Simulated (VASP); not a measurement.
# ScAl9 in VASP: notebook

ScAl9 is run at these levels: PBE; tasks: single point.

Everything below comes from runs of VASP 6.6.1. Logs are shortened: lines on timing, memory, paths and dates and some standing lists are left out, and cuts for length are marked.

### 1 The cell of the first run

The cell holds an amorphous packing of atoms, 20 atoms: a = 7.447 Å, b = 6.678 Å, c = 7.103 Å, α = 91.08°, β = 90.86°, γ = 90.21°.

### 2 Single point, PBE

Input file INCAR:

```
SYSTEM = ScAl9
  PREC = Accurate
  ENCUT = 520
  EDIFF = 1E-6
  ISMEAR = -1
  SIGMA = 0.0922
  LREAL = Auto
  LASPH = .True.
  NELM = 60
  ALGO = Normal
  ISIF = 2
  LWAVE = .False.
  LCHARG = .False.
  GGA = PE
  ISYM = 0
  NBANDS = 54
```

Input file KPOINTS:

```
Automatic mesh
0
Gamma
  1 1 1
  0.25 0.25 0.25
```

Input file POSCAR:

```
ScAl9
1.0
    7.4469130000     -0.0134000000     -0.0543370000
   -0.0134000000      6.6775230000     -0.0651690000
   -0.0543370000     -0.0651690000      7.1022430000
Al Sc
18 2
Direct
    0.4194666048      0.6244725969      0.6886905745
    0.2825864701      0.2684267749      0.4695684174
    0.5029143773      0.9406179806      0.0466962327
    0.4466756818      0.5329684853      0.2692670526
    0.2024512074      0.6529735323      0.9741738242
    0.7006020408      0.2953254577      0.1591012414
    0.7313416144      0.9719937525      0.7438147033
    0.2319947251      0.8615786083      0.3111025790
    0.0233128816      0.4934163507      0.3058914208
    0.2131259704      0.2964904650      0.0591233802
   -0.0789539889      0.1519247602      0.3898949475
    0.5221197480      0.2949852805      0.8319843909
    0.9710628346     -0.0150167546      0.0048341087
    0.7725458719      0.5537898205     -0.1133645028
    0.0225536668      0.3075784014      0.7271959120
    0.7027965124      0.4243938780      0.5231537669
    0.7508539491      0.6746389208      0.2141427286
    0.5576798707      0.0250481729      0.3774009162
    0.0042950945      0.7042298308      0.5785471345
    0.2626517645     -0.0012387996      0.7958746241
```

Potentials or basis: VASP PAW PBE potentials, release 64 (Al, Sc_sv).

Command:

```console
cat potpaw_PBE.64/Al/POTCAR potpaw_PBE.64/Sc_sv/POTCAR > POTCAR
mpirun -np 1 vasp_std > vasp.out
```

OUTCAR:

```text
SYSTEM = ScAl9
   PREC = Accurate
   ENCUT = 520
   EDIFF = 1E-6
   ISMEAR = -1
   LREAL = Auto
   LASPH = .True.
   NELM = 60
   ISIF = 2
   GGA = PE
   ISYM = 0

 ion  position               nearest neighbor table
   1  0.419  0.624  0.689-  12 2.56   5 2.62  16 2.77  20 2.86   2 2.98  14 3.01   4 3.04  19 3.23
                             7 3.29   3 3.32
   2  0.283  0.268  0.470-   4 2.60  15 2.69  18 2.70   9 2.71  11 2.85   8 2.94  10 2.96  20 2.97
                             1 2.98  12 3.11  16 3.31
   3  0.503  0.941  0.047-  18 2.43  20 2.54   7 2.77  17 2.83   8 2.83  12 2.84   6 2.88   5 2.98
                             4 3.20  10 3.22   1 3.32
   4  0.447  0.533  0.269-  17 2.49   6 2.59   2 2.60  16 2.72   8 2.73  10 2.75   5 2.88   1 3.04
                             9 3.18   3 3.20
   5  0.202  0.653  0.974-  10 2.47   1 2.62  20 2.69   8 2.75  13 2.82   4 2.88   9 2.94   3 2.98
                            15 3.15  19 3.18  14 3.31
   6  0.701  0.295  0.159-  11 2.51  17 2.58   4 2.59  18 2.63  12 2.66  14 2.68  16 2.71   3 2.88
                             9 2.91  13 3.09
   7  0.731  0.972  0.744-  13 2.55  12 2.73   3 2.77  18 2.92  19 2.95  14 3.00  15 3.12  11 3.16
                             1 3.29
   8  0.232  0.862  0.311-  18 2.69   4 2.73   5 2.75  19 2.78   3 2.83   9 2.90   2 2.94  13 3.02
                            11 3.08
   9  0.023  0.493  0.306-  19 2.38  17 2.45  11 2.49  10 2.61   2 2.71  16 2.90   8 2.90   6 2.91
                             5 2.94   4 3.18  15 3.26
  10  0.213  0.296  0.059-   5 2.47   9 2.61  20 2.73  15 2.74   4 2.75  13 2.77  12 2.83   2 2.96
                             3 3.22
  11  0.921  0.152  0.390-   9 2.49   6 2.51  16 2.62  15 2.69  18 2.83   2 2.85  13 2.96   8 3.08
                             7 3.16  19 3.36
  12  0.522  0.295  0.832-   1 2.56  14 2.56   6 2.66   7 2.73  16 2.74  20 2.77  10 2.83   3 2.84
                             2 3.11
  13  0.971  0.985  0.005-   7 2.55  20 2.65  10 2.77   5 2.82  11 2.96  15 2.98   8 3.02  17 3.06
                             6 3.09  14 3.32
  14  0.773  0.554  0.887-  17 2.46  12 2.56   6 2.68  15 2.73  16 2.75  19 2.99   7 3.00   1 3.01
                             5 3.31  13 3.32
  15  0.023  0.308  0.727-  11 2.69   2 2.69  14 2.73  10 2.74  20 2.78  19 2.87  16 2.89  13 2.98
                             7 3.12   5 3.15   9 3.26
  16  0.703  0.424  0.523-  11 2.62   6 2.71   4 2.72  12 2.74  14 2.75   1 2.77  17 2.81  15 2.89
                             9 2.90  19 2.93  18 3.03   2 3.31
  17  0.751  0.675  0.214-   9 2.45  14 2.46   4 2.49   6 2.58  16 2.81   3 2.83  18 2.98  13 3.06
                            19 3.18
  18  0.558  0.025  0.377-   3 2.43   6 2.63   8 2.69   2 2.70  11 2.83   7 2.92  17 2.98  16 3.03

  19  0.004  0.704  0.579-   9 2.38   8 2.78  15 2.87  16 2.93   7 2.95  14 2.99  20 3.12   5 3.18
                            17 3.18   1 3.23  11 3.36
  20  0.263  0.999  0.796-   3 2.54  13 2.65   5 2.69  10 2.73  12 2.77  15 2.78   1 2.86   2 2.97
                            19 3.12

IMPORTANT INFORMATION: All symmetrisations will be switched off!
NOSYMM: (Re-)initialisation of all symmetry stuff for point group C_1.

----------------------------------------------------------------------------------------

                                     Primitive cell

  volume of cell :     353.1200

  direct lattice vectors                    reciprocal lattice vectors
     7.446913000 -0.013400000 -0.054337000     0.134291848  0.000279540  0.001029989
    -0.013400000  6.677523000 -0.065169000     0.000279540  0.149770124  0.001376404
    -0.054337000 -0.065169000  7.102243000     0.001029989  0.001376404  0.140821099

  length of vectors
     7.447123290  6.677854444  7.102749829     0.134296089  0.149776709  0.140831592

  position of ions in fractional coordinates (direct lattice)
     0.419466605  0.624472597  0.688690575
     0.282586470  0.268426775  0.469568417
     0.502914377  0.940617981  0.046696233
     0.446675682  0.532968485  0.269267053
     0.202451207  0.652973532  0.974173824
     0.700602041  0.295325458  0.159101241
[... 12 lines left out ...]
     0.004295095  0.704229831  0.578547134
     0.262651764  0.998761200  0.795874624

  ion indices of the primitive-cell ions
   primitive index   ion index
                 1           1
                 2           2
                 3           3
                 4           4
                 5           5
                 6           6
[... 12 lines left out ...]
                19          19
                20          20

----------------------------------------------------------------------------------------

 KPOINTS: Automatic mesh

Automatic generation of k-mesh.
 Grid dimensions read from file:
 generate k-points for:    1    1    1

 Generating k-lattice:

  Cartesian coordinates                     Fractional coordinates (reciprocal lattice)
     0.134291848  0.000279540  0.001029989     1.000000000 -0.000000000 -0.000000000
     0.000279540  0.149770124  0.001376404    -0.000000000  1.000000000 -0.000000000
     0.001029989  0.001376404  0.140821099    -0.000000000 -0.000000000  1.000000000

  Length of vectors
     0.134296089  0.149776709  0.140831592

  Shift w.r.t. Gamma in fractional coordinates (k-lattice)
     0.250000000  0.250000000  0.250000000

 Subroutine IBZKPT returns following result:
 ===========================================

 Found      1 irreducible k-points:

 Following reciprocal coordinates:
            Coordinates               Weight
  0.250000  0.250000  0.250000      2.000000
   k-points           NKPTS =      1   k-points in BZ     NKDIM =      1   number of bands    NBANDS=     54
   number of dos      NEDOS =    301   number of ions     NIONS =     20
   total plane-waves  NPLWV = 151200
   dimension x,y,z NGX =    56 NGY =   50 NGZ =   54
   dimension x,y,z NGXF=   112 NGYF=  100 NGZF=  108
   ions per type =              18   2
   NGX,Y,Z   is equivalent  to a cutoff of  12.50, 12.45, 12.64 a.u.
   NGXF,Y,Z  is equivalent  to a cutoff of  25.00, 24.90, 25.28 a.u.
 SYSTEM =  ScAl9
   PREC   = accura    normal or accurate (medium, high low for compatibility)
   ISTART =      0    job   : 0-new  1-cont  2-samecut
   ICHARG =      2    charge: 1-file 2-atom 10-const
   ISPIN  =      1    spin polarized calculation?
   LNONCOLLINEAR =      F non collinear calculations
   LSORBIT =      F    spin-orbit coupling
   LASPH  =      T    aspherical Exc in radial PAW
   ENCUT  =  520.0 eV  38.22 Ry    6.18 a.u.  13.85 12.42 13.21*2*pi/ulx,y,z
   NELM   =     60;   NELMIN=  2; NELMDL= -5     # of ELM steps
   EDIFF  = 0.1E-05   stopping-criterion for ELM
   LREAL  =      T    real-space projection
   EDIFFG = 0.1E-04   stopping-criterion for IOM
   NSW    =      0    number of steps for IOM
   IBRION =     -1    ionic relax: 0-MD 1-quasi-New 2-CG
   NFREE  =      0    steps in history (QN), initial steepest desc. (CG)
   ISIF   =      2    stress and relaxation
   ISYM   =      0    0-nonsym 1-usesym 2-fastsym
   POTIM  = 0.5000    time-step for ionic-motion
   TEBEG  =    0.0;   TEEND  =   0.0 temperature during run
   PSTRESS=    0.0 pullay stress
   NELECT =      76.0000    total number of electrons
   NUPDOWN=      -1.0000    fix difference up-down
   EMIN   =  10.00;   EMAX   =-10.00  energy-range for DOS
   EFERMI =   0.00;   METHOD = LEGACY
   ISMEAR =    -1;   SIGMA  =   0.09  broadening in eV -4-tet -1-fermi 0-gaus
   EFERMI_NEDOS =   21; number of points for ismear=-14 and -15
   IALGO  =     38    algorithm
   IMIX   =      4    mixing-type and parameters
     AMIX     =   0.40;   BMIX     =  1.00
     AMIX_MAG =   1.60;   BMIX_MAG =  1.00
  volume/ion in A,a.u.               =      17.66       119.15
  Fermi-wavevector in a.u.,A,eV,Ry     =   0.981082  1.853976 13.095901  0.962522
  Thomas-Fermi vector in A             =   2.112061
   LORBIT       =      0    0 simple, 1 ext, 2 COOP (PROOUT), +10 PAW based schemes
   GGA     = PE    functional components
   LHFCALC =     F    Hartree Fock is set to
   AEXX    =    0.0000 exact exchange contribution
   IVDW    =     0    specifies the selected vdW correction
   LEPSILON=     F    determine dielectric tensor
   LRPA    =     F    only Hartree local field effects (RPA)
 non-spin polarized calculation
  energy-cutoff  :      520.00
  volume of cell :      353.12
 maximum number of plane-waves:      9517
 NGX is ok and might be reduce to    56
   NGX = 27   NGY = 25   NGZ = 27

 number of electron      75.9999996 magnetization

 Free energy of the ion-electron system (eV)
  ---------------------------------------------------
  ext. energy  EPLUGINS =         0.00000000
  ---------------------------------------------------
  free energy    TOTEN  =       -76.30238392 eV

  energy without entropy =      -76.13489541  energy(sigma->0) =      -76.21863967

 E-fermi :   6.9872     XC(G=0): -10.0210

 val. band max:        6.7588819396   @ k =   0.2500   0.2500   0.2500
 cond. band min:       7.1935490283   @ k =   0.2500   0.2500   0.2500
 fundamental gap:      0.4346670886
 Fermi energy:         6.9872440033

 k-point     1 :       0.2500    0.2500    0.2500
  band No.  band energies     occupation
      1     -42.1484      2.00000
      2     -41.8382      2.00000
      3     -20.9203      2.00000
      4     -20.8571      2.00000
      5     -20.8079      2.00000
      6     -20.6527      2.00000
[... 42 lines left out ...]
     49       8.9908      0.00000
     50       9.0726      0.00000
 [bands above 50 left out]

------------------------ aborting loop because EDIFF is reached ----------------------------------------

  FORCE on cell =-STRESS in cart. coord.  units (eV):
  Direction    XX          YY          ZZ          XY          YZ          ZX
  --------------------------------------------------------------------------------------
  -------------------------------------------------------------------------------------
  Total       18.7595923     13.5156414     13.2888619      4.6094162     -1.0882427     10.1283216
  in kB       85.1160778     61.3232084     60.2942635     20.9138570     -4.9375779     45.9542506
  external PRESSURE =      68.9111832 kB  Pullay stress =       0.0000000 kB

 VOLUME and BASIS-vectors are now :
 -----------------------------------------------------------------------------
  energy-cutoff  :      520.00
  volume of cell :      353.12
      direct lattice vectors                 reciprocal lattice vectors
     7.446913000 -0.013400000 -0.054337000     0.134291848  0.000279540  0.001029989
    -0.013400000  6.677523000 -0.065169000     0.000279540  0.149770124  0.001376404
    -0.054337000 -0.065169000  7.102243000     0.001029989  0.001376404  0.140821099

 POSITION                                       TOTAL-FORCE (eV/Angst)
 -----------------------------------------------------------------------------------
      3.07794      4.11943      4.82776        -0.046329      0.399295     -1.209445
      2.07528      1.75804      3.30214         0.009382      0.411170     -0.040372
      3.73002      6.27122      0.24302         0.906746     -0.234746      0.301584
      3.30458      3.53538      1.85340        -1.136523      0.291942      0.373453
      1.44595      4.29405      6.86527        -0.779838      0.019805     -0.006006
      5.20472      1.95229      1.07266         0.017349     -0.717971     -1.114882
[... 12 lines left out ...]
     -0.00889      4.66475      4.06285        -0.350047      2.387771      2.263805
      1.89932      6.61387      5.57314         0.191779     -0.125592     -2.418686
 -----------------------------------------------------------------------------------
    total drift:                               -0.027124      0.006057     -0.008544

  FREE ENERGIE OF THE ION-ELECTRON SYSTEM (eV)
  ---------------------------------------------------
  free  energy   TOTEN  =       -76.3023839199 eV

  energy  without entropy=      -76.1348954143  energy(sigma->0) =      -76.21863967
```

Run time: 51 s. Hardware: 1 thread of AMD EPYC 7R43 (Zen 3), shared host; peak memory 0.31 GiB.

Results:

* Free energy: -76.3024 eV
* Pressure: 6.9 GPa
* Largest force: 3.309 eV/Å
* Band gap on the k mesh: 0.43 eV

Forces in eV/Å, atoms in the order of the input:
```
Al  -0.046  0.399 -1.209
Al   0.009  0.411 -0.040
Al   0.907 -0.235  0.302
Al  -1.137  0.292  0.373
Al  -0.780  0.020 -0.006
Al   0.017 -0.718 -1.115
Al  -0.497  0.069 -0.882
Al  -0.214  0.291  0.443
Al   1.255 -1.045 -2.347
Al   0.645 -1.415  0.989
Al   0.591 -2.079  0.212
Al  -0.452 -0.693  0.369
Al  -0.750 -0.169  0.863
Al   0.585  0.552 -0.803
Al  -0.632  0.125  0.183
Al  -0.146 -0.034  0.129
Al   0.135  2.105  1.033
Al   0.669 -0.138  1.662
Sc  -0.350  2.388  2.264
Sc   0.192 -0.126 -2.419
```

Stress tensor (GPa, compression positive):
```
 8.51  2.09  4.60
 2.09  6.13 -0.49
 4.60 -0.49  6.03
```

Caveat: the k points lie up to 0.94 Å⁻¹ apart.

[end of part 1 of 2]
